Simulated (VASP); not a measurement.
## SrO: single point with HSE06

The system is SrO.

```xyz
2
Lattice="3.0281 0.0000 0.0000 0.0000 3.1029 0.0000 0.0000 0.0000 3.1029" Properties=species:S:1:pos:R:3 pbc="T T T"
Sr    0.0000    0.0000    0.0000
O     1.5140    1.5514    1.5514
```

This cell differs from its parent crystal: uniaxial x strain -2.4%.

```
Program                            : VASP 6.6.1
Task                               : single point
Functional                         : HSE06
Potentials or basis                : VASP PAW PBE potentials, release 64 (Sr_sv, O)
Cutoff                             : 520 eV
k mesh                             : 6 × 6 × 6
Occupations                        : gaussian, width 0.01 eV
Spin                               : no spin polarisation
Dipole correction                  : no
Grid for exact exchange (PRECFOCK) : Normal
Further INCAR settings             : ALGO = Normal; EDIFF = 1e-06; NBANDS = 15
Screening parameter                : 0.2079 1/Å
```

- Pressure: 3.1 GPa
- Band gap on the k mesh: 4.14 eV, indirect (least direct gap 4.20 eV)

Stress tensor (GPa, compression positive):
```
8.47 0.00 0.00
0.00 0.46 0.00
0.00 0.00 0.46
```

Levels at points of the mesh, in eV from the valence-band top:
| k point | band 6 | band 7 | band 8 | band 9 | band 10 | band 11 |
| --- | --- | --- | --- | --- | --- | --- |
| (0.00, 0.00, 0.00) | -0.22 | -0.22 | -0.06 | 4.14 | 4.16 | 6.47 |
| (0.50, 0.00, 0.00) | -3.33 | -0.89 | -0.89 | 5.58 | 9.50 | 11.08 |
| (0.00, 0.50, 0.00) | -3.32 | -0.93 | -0.66 | 5.38 | 9.19 | 11.42 |
| (0.50, 0.50, 0.00) | -1.49 | -1.42 | -0.16 | 5.81 | 5.97 | 9.00 |
| (0.00, 0.50, 0.50) | -1.43 | -1.43 | 0.00 | 5.60 | 6.41 | 9.56 |
| (0.50, 0.50, 0.50) | -3.37 | -3.37 | -3.35 | 10.15 | 10.15 | 10.52 |

It took 57 min on 1 thread of Intel(R) Xeon(R) Platinum 8488C (Sapphire Rapids), with other jobs on the host, peak memory 0.27 GiB.

Caveat: the cell differs from its parent crystal (uniaxial x strain -2.4%); the PAW data sets were made with another functional, which shifts forces and pressure a little. A k mesh can miss the band edges.
